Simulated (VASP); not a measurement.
# HfSi (zincblende type) (F-43m) in VASP: a series of runs

The runs below take HfSi (zincblende type) through single point, with LDA.

Everything below comes from runs of VASP 6.6.1. Logs are shortened: lines on timing, memory, paths and dates and some standing lists are left out, and cuts for length are marked.

**1. The cell of the first run**

The structure is cubic, space group F-43m (No. 216). Conventional cell: a = 4.543 Å, b = 4.543 Å, c = 4.543 Å, α = 90.00°, β = 90.00°, γ = 90.00°. Within 2.6 Å of Hf (site symmetry -43m) lie 4 Si at 1.97 Å. Within 2.6 Å of Si (site symmetry -43m) lie 4 Hf at 1.97 Å.

**2. Single point, LDA (volume scaled by 0.45)**

INCAR reads:

```
SYSTEM = HfSi
PREC = Accurate
ENCUT = 520
EDIFF = 1E-6
ISMEAR = -1
SIGMA = 0.08
LREAL = .False.
LASPH = .True.
NELM = 80
ALGO = Normal
ISIF = 2
LWAVE = .False.
LCHARG = .False.
NBANDS = 14
```

KPOINTS reads:

```
Automatic mesh
0
Gamma
  12 12 12
  0 0 0
```

POSCAR reads:

```
HfSi
1.0
    0.0000000000      2.2713492560      2.2713492560
    2.2713492560      0.0000000000      2.2713492560
    2.2713492560      2.2713492560      0.0000000000
Hf Si
1 1
Direct
    0.0000000000      0.0000000000      0.0000000000
    0.2500000000      0.2500000000      0.2500000000
```

Potentials or basis: VASP PAW LDA potentials, release 64 (Hf_pv, Si).

Run with:

```sh
$ cat potpaw_LDA.64/Hf_pv/POTCAR potpaw_LDA.64/Si/POTCAR > POTCAR
$ mpirun -np 1 vasp_std > vasp.out
```

OUTCAR:

```text
SYSTEM = HfSi
   PREC = Accurate
   ENCUT = 520
   EDIFF = 1E-6
   ISMEAR = -1
   LREAL = .False.
   LASPH = .True.
   NELM = 80
   ISIF = 2

 ion  position               nearest neighbor table
   1  0.000  0.000  0.000-   2 1.97   2 1.97   2 1.97   2 1.97
   2  0.250  0.250  0.250-   1 1.97   1 1.97   1 1.97   1 1.97

  LATTYP: Found a face centered cubic cell.
 ALAT       =     4.5426985120

  Lattice vectors:

 A1 = (   0.0000000000,   2.2713492560,   2.2713492560)
 A2 = (   2.2713492560,   0.0000000000,   2.2713492560)
 A3 = (   2.2713492560,   2.2713492560,   0.0000000000)

Analysis of symmetry for initial positions (statically):
=====================================================================
 Subroutine PRICEL returns:
 Original cell was already a primitive cell.

 Routine SETGRP: Setting up the symmetry group for a
 face centered cubic supercell.

 Subroutine GETGRP returns: Found 24 space group operations
 (whereof 24 operations were pure point group operations)
 out of a pool of 48 trial point group operations.

The static configuration has the point symmetry T_d .

Analysis of symmetry for dynamics (positions and initial velocities):
=====================================================================
 Subroutine PRICEL returns:
 Original cell was already a primitive cell.

 Routine SETGRP: Setting up the symmetry group for a
 face centered cubic supercell.

 Subroutine GETGRP returns: Found 24 space group operations
 (whereof 24 operations were pure point group operations)
 out of a pool of 48 trial point group operations.

The dynamic configuration has the point symmetry T_d .

 Subroutine INISYM returns: Found 24 space group operations
 (whereof 24 operations are pure point group operations),
 and found     1 'primitive' translations

----------------------------------------------------------------------------------------

                                     Primitive cell

  volume of cell :      23.4359

  direct lattice vectors                    reciprocal lattice vectors
     0.000000000  2.271349256  2.271349256    -0.220133473  0.220133473  0.220133473
     2.271349256  0.000000000  2.271349256     0.220133473 -0.220133473  0.220133473
     2.271349256  2.271349256  0.000000000     0.220133473  0.220133473 -0.220133473

  length of vectors
     3.212172923  3.212172923  3.212172923     0.381282360  0.381282360  0.381282360

  position of ions in fractional coordinates (direct lattice)
     0.000000000  0.000000000  0.000000000
     0.250000000  0.250000000  0.250000000

  ion indices of the primitive-cell ions
   primitive index   ion index
                 1           1
                 2           2

----------------------------------------------------------------------------------------

 KPOINTS: Automatic mesh

Automatic generation of k-mesh.
 Grid dimensions read from file:
 generate k-points for:   12   12   12

 Generating k-lattice:

  Cartesian coordinates                     Fractional coordinates (reciprocal lattice)
    -0.018344456  0.018344456  0.018344456     0.083333333  0.000000000  0.000000000
     0.018344456 -0.018344456  0.018344456     0.000000000  0.083333333  0.000000000
     0.018344456  0.018344456 -0.018344456     0.000000000  0.000000000  0.083333333

  Length of vectors
     0.031773530  0.031773530  0.031773530

  Shift w.r.t. Gamma in fractional coordinates (k-lattice)
     0.000000000  0.000000000  0.000000000

 Subroutine IBZKPT returns following result:
 ===========================================

 Found     72 irreducible k-points:

 Following reciprocal coordinates:
            Coordinates               Weight
  0.000000  0.000000  0.000000      1.000000
  0.083333  0.000000  0.000000      8.000000
  0.166667  0.000000  0.000000      8.000000
  0.250000  0.000000  0.000000      8.000000
  0.333333  0.000000  0.000000      8.000000
  0.416667  0.000000  0.000000      8.000000
[... 16 lines left out ...]
  0.500000  0.166667  0.000000     24.000000
 -0.416667  0.166667  0.000000     24.000000
 [... further k-points ...]
   k-points           NKPTS =     72   k-points in BZ     NKDIM =     72   number of bands    NBANDS=     14
   number of dos      NEDOS =    301   number of ions     NIONS =      2
   total plane-waves  NPLWV =  13824
   dimension x,y,z NGX =    24 NGY =   24 NGZ =   24
   dimension x,y,z NGXF=    48 NGYF=   48 NGZF=   48
   ions per type =               1   1
   NGX,Y,Z   is equivalent  to a cutoff of  12.42, 12.42, 12.42 a.u.
   NGXF,Y,Z  is equivalent  to a cutoff of  24.84, 24.84, 24.84 a.u.
 SYSTEM =  HfSi
   PREC   = accura    normal or accurate (medium, high low for compatibility)
   ISTART =      0    job   : 0-new  1-cont  2-samecut
   ICHARG =      2    charge: 1-file 2-atom 10-const
   ISPIN  =      1    spin polarized calculation?
   LNONCOLLINEAR =      F non collinear calculations
   LSORBIT =      F    spin-orbit coupling
   LASPH  =      T    aspherical Exc in radial PAW
   ENCUT  =  520.0 eV  38.22 Ry    6.18 a.u.   5.97  5.97  5.97*2*pi/ulx,y,z
   NELM   =     80;   NELMIN=  2; NELMDL= -5     # of ELM steps
   EDIFF  = 0.1E-05   stopping-criterion for ELM
   LREAL  =      F    real-space projection
   EDIFFG = 0.1E-04   stopping-criterion for IOM
   NSW    =      0    number of steps for IOM
   IBRION =     -1    ionic relax: 0-MD 1-quasi-New 2-CG
   NFREE  =      0    steps in history (QN), initial steepest desc. (CG)
   ISIF   =      2    stress and relaxation
   ISYM   =      2    0-nonsym 1-usesym 2-fastsym
   POTIM  = 0.5000    time-step for ionic-motion
   TEBEG  =    0.0;   TEEND  =   0.0 temperature during run
   PSTRESS=    0.0 pullay stress
   NELECT =      14.0000    total number of electrons
   NUPDOWN=      -1.0000    fix difference up-down
   EMIN   =  10.00;   EMAX   =-10.00  energy-range for DOS
   EFERMI =   0.00;   METHOD = LEGACY
   ISMEAR =    -1;   SIGMA  =   0.08  broadening in eV -4-tet -1-fermi 0-gaus
   EFERMI_NEDOS =   21; number of points for ismear=-14 and -15
   IALGO  =     38    algorithm
   IMIX   =      4    mixing-type and parameters
     AMIX     =   0.40;   BMIX     =  1.00
     AMIX_MAG =   1.60;   BMIX_MAG =  1.00
  volume/ion in A,a.u.               =      11.72        79.08
  Fermi-wavevector in a.u.,A,eV,Ry     =   1.378765  2.605488 25.864580  1.900993
  Thomas-Fermi vector in A             =   2.503796
   LORBIT       =      0    0 simple, 1 ext, 2 COOP (PROOUT), +10 PAW based schemes
   GGA     = CA    functional components
   LHFCALC =     F    Hartree Fock is set to
   AEXX    =    0.0000 exact exchange contribution
   IVDW    =     0    specifies the selected vdW correction
   LEPSILON=     F    determine dielectric tensor
   LRPA    =     F    only Hartree local field effects (RPA)
 non-spin polarized calculation
  energy-cutoff  :      520.00
  volume of cell :       23.44
 maximum number of plane-waves:       648
   NGX = 11   NGY = 11   NGZ = 11

 number of electron      14.0000000 magnetization

 Free energy of the ion-electron system (eV)
  ---------------------------------------------------
  ext. energy  EPLUGINS =         0.00000000
  ---------------------------------------------------
  free energy    TOTEN  =        -4.84074824 eV

  energy without entropy =       -4.82242736  energy(sigma->0) =       -4.83158780

 E-fermi :  10.3105     XC(G=0): -13.2244

 val. band max:       10.3091007961   @ k =  -0.4167   0.4167   0.1667
 cond. band min:      10.3476644075   @ k =   0.3333   0.1667   0.0000
 fundamental gap:      0.0385636114
 Fermi energy:        10.3104839842

 k-point     1 :       0.0000    0.0000    0.0000
  band No.  band energies     occupation
      1     -19.1617      2.00000
      2     -19.1617      2.00000
      3     -19.1617      2.00000
      4      -1.2060      2.00000
      5       7.1013      2.00000
      6       7.1013      2.00000
      7       7.1013      2.00000
      8      11.5723      0.00000
      9      11.5723      0.00000
     10      19.5355      0.00000
     11      19.9390      0.00000
     12      19.9390      0.00000
     13      19.9390      0.00000
     14      24.4954      0.00000

 k-point     2 :       0.0833    0.0000    0.0000
  band No.  band energies     occupation
      1     -19.2396      2.00000
      2     -19.1708      2.00000
      3     -19.1708      2.00000
      4      -0.9632      2.00000
      5       6.9752      2.00000
      6       7.2105      2.00000
      7       7.2105      2.00000
      8      11.4278      0.00000
      9      11.4278      0.00000
     10      19.4195      0.00000
     11      19.9772      0.00000
     12      20.4113      0.00000
     13      20.4113      0.00000
     14      24.5007      0.00000

 k-point     3 :       0.1667    0.0000    0.0000
  band No.  band energies     occupation
      1     -19.4460      2.00000
      2     -19.1956      2.00000
      3     -19.1956      2.00000
      4      -0.2939      2.00000
      5       6.6937      2.00000
      6       7.4649      2.00000
      7       7.4649      2.00000
      8      11.2078      0.00003
      9      11.2078      0.00003
     10      18.3754      0.00000
     11      21.0446      0.00000
     12      21.5952      0.00000
     13      21.5952      0.00000
     14      24.5074      0.00000

 k-point     4 :       0.2500    0.0000    0.0000
  band No.  band energies     occupation
      1     -19.7146      2.00000
      2     -19.2291      2.00000
      3     -19.2291      2.00000
      4       0.6232      2.00000
      5       6.4779      2.00000
      6       7.6542      2.00000
      7       7.6542      2.00000
      8      11.3470      0.00000
      9      11.3470      0.00000
     10      17.2763      0.00000
     11      21.7179      0.00000
     12      22.6261      0.00000
     13      22.6261      0.00000
     14      24.5140      0.00000

 k-point     5 :       0.3333    0.0000    0.0000
  band No.  band energies     occupation
      1     -19.9695      2.00000
      2     -19.2623      2.00000
      3     -19.2623      2.00000
      4       1.4969      2.00000
      5       6.5562      2.00000
      6       7.6333      2.00000
      7       7.6333      2.00000
      8      12.0896      0.00000
      9      12.0896      0.00000
     10      16.3176      0.00000
     11      20.2305      0.00000
[... 276 lines left out ...]
 k-point    22 :       0.4167    0.1667    0.0000
  band No.  band energies     occupation
      1     -20.0070      2.00000
      2     -19.4001      2.00000
      3     -19.3535      2.00000
      4       2.4319      2.00000
      5       5.8510      2.00000
      6       7.3666      2.00000
      7       8.4264      2.00000
      8      11.6531      0.00000
      9      13.9020      0.00000
     10      15.8172      0.00000
     11      19.0476      0.00000
     12      20.4352      0.00000
     13      23.6864      0.00000
     14      24.5018      0.00000

 k-point    23 :       0.5000    0.1667    0.0000
  band No.  band energies     occupation
      1     -20.1116      2.00000
      2     -19.4553      2.00000
      3     -19.3533      2.00000
      4       2.8857      2.00000
      5       6.0973      2.00000
      6       7.3891      2.00000
      7       8.3136      2.00000
      8      12.7799      0.00000
      9      13.9654      0.00000
     10      14.7772      0.00000
     11      18.6933      0.00000
     12      19.7261      0.00000
     13      21.9130      0.00000
     14      24.4935      0.00000

 k-point    24 :      -0.4167    0.1667    0.0000
  band No.  band energies     occupation
      1     -20.1200      2.00000
      2     -19.4893      2.00000
      3     -19.3324      2.00000
      4       2.9642      2.00000
      5       6.2790      2.00000
      6       7.3651      2.00000
      7       8.2527      2.00000
      8      12.7893      0.00000
      9      13.1271      0.00000
     10      15.4510      0.00000
     11      19.1285      0.00000
     12      20.1029      0.00000
     13      20.7583      0.00000
     14      24.4935      0.00000

 [... further k-points ...]
[... 5 lines left out ...]
  --------------------------------------------------------------------------------------
  -------------------------------------------------------------------------------------
  Total       31.2146784     31.2146784     31.2146784      0.0000000      0.0000000     -0.0000000
  in kB     2133.9669804   2133.9669804   2133.9669804      0.0000000      0.0000000     -0.0000000
  external PRESSURE =    2133.9669804 kB  Pullay stress =       0.0000000 kB

 VOLUME and BASIS-vectors are now :
 -----------------------------------------------------------------------------
  energy-cutoff  :      520.00
  volume of cell :       23.44
      direct lattice vectors                 reciprocal lattice vectors
     0.000000000  2.271349256  2.271349256    -0.220133473  0.220133473  0.220133473
     2.271349256  0.000000000  2.271349256     0.220133473 -0.220133473  0.220133473
     2.271349256  2.271349256  0.000000000     0.220133473  0.220133473 -0.220133473

 POSITION                                       TOTAL-FORCE (eV/Angst)
 -----------------------------------------------------------------------------------
      0.00000      0.00000      0.00000         0.000000      0.000000     -0.000000
      1.13567      1.13567      1.13567        -0.000000     -0.000000      0.000000
 -----------------------------------------------------------------------------------
    total drift:                                0.000000      0.000000      0.000000

  FREE ENERGIE OF THE ION-ELECTRON SYSTEM (eV)
  ---------------------------------------------------
  free  energy   TOTEN  =        -4.8407482357 eV

  energy  without entropy=       -4.8224273597  energy(sigma->0) =       -4.83158780
```

It took 20 s on 1 thread of AMD EPYC 7R13 (Zen 3), shared host; peak memory 0.11 GiB.

What came out:

| Item | Value |
| --- | --- |
| Free energy | -4.8407 eV |
| Pressure | 213.4 GPa |
| Band gap on the k mesh | zero (band 7 reaches 12.66 eV, above the bottom of band 8 at 8.82 eV) |

Levels at points of the mesh, in eV from the Fermi level:
| k point | band 5 | band 6 | band 7 | band 8 | band 9 | band 10 |
| --- | --- | --- | --- | --- | --- | --- |
| (0.00, 0.00, 0.00) | -3.21 | -3.21 | -3.21 | 1.26 | 1.26 | 9.23 |
| (0.50, 0.00, 0.00) | -3.09 | -2.85 | -2.85 | 3.56 | 3.56 | 4.90 |
| (0.50, 0.50, 0.00) | -6.45 | -0.51 | 2.35 | 2.35 | 4.88 | 4.88 |

Caveat: spin-orbit coupling is left out, which moves the levels of the heavy elements.

**3. Single point, LDA (volume scaled by 0.55)**

INCAR reads:

```
SYSTEM = HfSi
  ALGO = Normal
  EDIFF = 1E-6
  ENCUT = 520
  GGA = CA
  ISIF = 2
  ISMEAR = -1
  LASPH = .TRUE.
  LCHARG = .FALSE.
  LREAL = .FALSE.
  LWAVE = .FALSE.
  NBANDS = 14
  NELM = 100
  PREC = Accurate
  SIGMA = 0.08
```

KPOINTS reads:

```
k-points
0
G
  12 12 12
  0 0 0
```

POSCAR reads:

```
HfSi
1.0
    0.0000000000      2.4284769047      2.4284769047
    2.4284769047      0.0000000000      2.4284769047
    2.4284769047      2.4284769047      0.0000000000
Hf Si
1 1
Direct
    0.0000000000      0.0000000000      0.0000000000
    0.2500000000      0.2500000000      0.2500000000
```

Potentials or basis: VASP PAW LDA potentials, release 64 (Hf_pv, Si).

Run with:

```sh
$ cat potpaw_LDA.64/Hf_pv/POTCAR potpaw_LDA.64/Si/POTCAR > POTCAR
$ mpirun -np 1 vasp_std > vasp.out
```

It took 33 s on 1 thread of AMD EPYC 7R13 (Zen 3), shared host; peak memory 0.13 GiB.

The run converged. Its results:

| Item | Value |
| --- | --- |
| Free energy | -9.9910 eV |
| Pressure | 114.9 GPa |
| Band gap on the k mesh | zero (band 7 reaches 9.33 eV, above the bottom of band 8 at 7.19 eV) |

Levels at points of the mesh, in eV from the Fermi level:
```tsv
k point	band 4	band 5	band 6	band 7	band 8	band 9	band 10	band 11
(0.00, 0.00, 0.00)	-10.90	-2.74	-2.74	-2.74	1.48	1.48	7.64	8.87
(0.50, 0.00, 0.00)	-7.92	-3.45	-2.29	-2.29	3.13	3.13	3.66	7.11
(0.50, 0.50, 0.00)	-6.47	-5.82	-0.88	1.24	1.24	3.72	4.37	4.37
```

Caveat: spin-orbit coupling is left out, which moves the levels of the heavy elements.

**4. Single point, LDA (volume scaled by 0.55)**

INCAR reads:

```
SYSTEM = HfSi
ALGO     = Normal         ! electronic algorithm
EDIFF    = 1E-7           ! SCF threshold, eV
ENCUT    = 520            ! plane-wave cutoff, eV
ISIF     = 2              ! what is computed and relaxed
ISMEAR   = -1             ! smearing method
LASPH    = .True.         ! aspherical terms in the spheres
LCHARG   = .False.        ! write CHGCAR
LREAL    = .False.        ! projectors in reciprocal space
LWAVE    = .False.        ! write WAVECAR
NBANDS   = 14             ! bands
NELM     = 100            ! most SCF steps
PREC     = Accurate       ! precision mode
SIGMA    = 0.08           ! smearing width, eV
```

KPOINTS reads:

```
k-points
0
Gamma
  12 12 12
  0 0 0
```

POSCAR is that of step 3.

Run with:

```sh
$ cat potpaw_LDA.64/Hf_pv/POTCAR potpaw_LDA.64/Si/POTCAR > POTCAR
$ mpirun -np 1 vasp_std > vasp.out
```

It took 46 s on 1 thread of AMD EPYC 7R13 (Zen 3), shared host; peak memory 0.13 GiB.

The run converged. Its results:

```yaml
Free_energy: -9.9910 eV
Pressure: 114.9 GPa
Band_gap_on_the_k_mesh: zero (band 7 reaches 9.33 eV, above the bottom of band 8 at 7.19 eV)
```

Levels at points of the mesh, in eV from the Fermi level:
| k point | band 5 | band 6 | band 7 | band 8 | band 9 | band 10 |
| --- | --- | --- | --- | --- | --- | --- |
| (0.00, 0.00, 0.00) | -2.74 | -2.74 | -2.74 | 1.48 | 1.48 | 7.64 |
| (0.50, 0.00, 0.00) | -3.45 | -2.29 | -2.29 | 3.13 | 3.13 | 3.66 |
| (0.50, 0.50, 0.00) | -5.82 | -0.88 | 1.24 | 1.24 | 3.72 | 4.37 |

Caveat: spin-orbit coupling is left out, which moves the levels of the heavy elements.

**5. Single point, LDA (volume scaled by 0.65)**

INCAR reads:

```
SYSTEM = HfSi
PREC     = Accurate       ! precision mode
ENCUT    = 520            ! plane-wave cutoff, eV
EDIFF    = 1E-7           ! SCF threshold, eV
ISMEAR   = -1             ! smearing method
SIGMA    = 0.08           ! smearing width, eV
LREAL    = .FALSE.        ! projectors in reciprocal space
LASPH    = .TRUE.         ! aspherical terms in the spheres
NELM     = 80             ! most SCF steps
ALGO     = Normal         ! electronic algorithm
ISIF     = 2              ! what is computed and relaxed
LWAVE    = .FALSE.        ! write WAVECAR
LCHARG   = .FALSE.        ! write CHGCAR
GGA      = CA             ! functional
NBANDS   = 14             ! bands
```

KPOINTS reads:

```
Automatic mesh
0
G
  12 12 12
  0 0 0
```

POSCAR reads:

```
HfSi
1.0
    0.0000000000      2.5675418627      2.5675418627
    2.5675418627      0.0000000000      2.5675418627
    2.5675418627      2.5675418627      0.0000000000
Hf Si
1 1
Direct
    0.0000000000      0.0000000000      0.0000000000
    0.2500000000      0.2500000000      0.2500000000
```

Run with:

```sh
$ cat potpaw_LDA.64/Hf_pv/POTCAR potpaw_LDA.64/Si/POTCAR > POTCAR
$ mpirun -np 1 vasp_std > vasp.out
```

Wall time 37 s (1 thread of AMD EPYC 7R13 (Zen 3), shared host); peak memory 0.13 GiB.

Results (log left out):

```yaml
Free_energy: -12.7986 eV
Pressure: 63.0 GPa
Band_gap_on_the_k_mesh: zero (band 7 reaches 7.09 eV, above the bottom of band 8 at 5.85 eV)
```

Levels at points of the mesh, in eV from the Fermi level:
```tsv
k point	band 5	band 6	band 7	band 8	band 9	band 10
(0.00, 0.00, 0.00)	-2.29	-2.29	-2.29	1.64	1.64	6.58
(0.50, 0.00, 0.00)	-3.41	-1.84	-1.84	2.87	2.87	3.00
(0.50, 0.50, 0.00)	-4.95	-0.73	0.69	0.69	2.83	3.95
```

Caveat: spin-orbit coupling is left out, which moves the levels of the heavy elements.

**6. Overview**

```tsv
cell	gap on the mesh (eV)	pressure (GPa)
a = 3.212 Å, angles 60.0°, 2 atoms	none	213.4
a = 3.434 Å, angles 60.0°, 2 atoms	none	114.9
a = 3.631 Å, angles 60.0°, 2 atoms	none	63.0
```

Alike in all rows: task single point; level LDA; potentials or basis VASP PAW LDA potentials, release 64 (Hf_pv, Si); no spin polarisation; k mesh 12 × 12 × 12; cutoff (eV) 520; smearing fermi-dirac 0.08 eV.

Caveats: spin-orbit coupling is left out, which moves the levels of the heavy elements.

Total energies depend on the potentials used, so only differences within one code and one set of settings carry meaning.
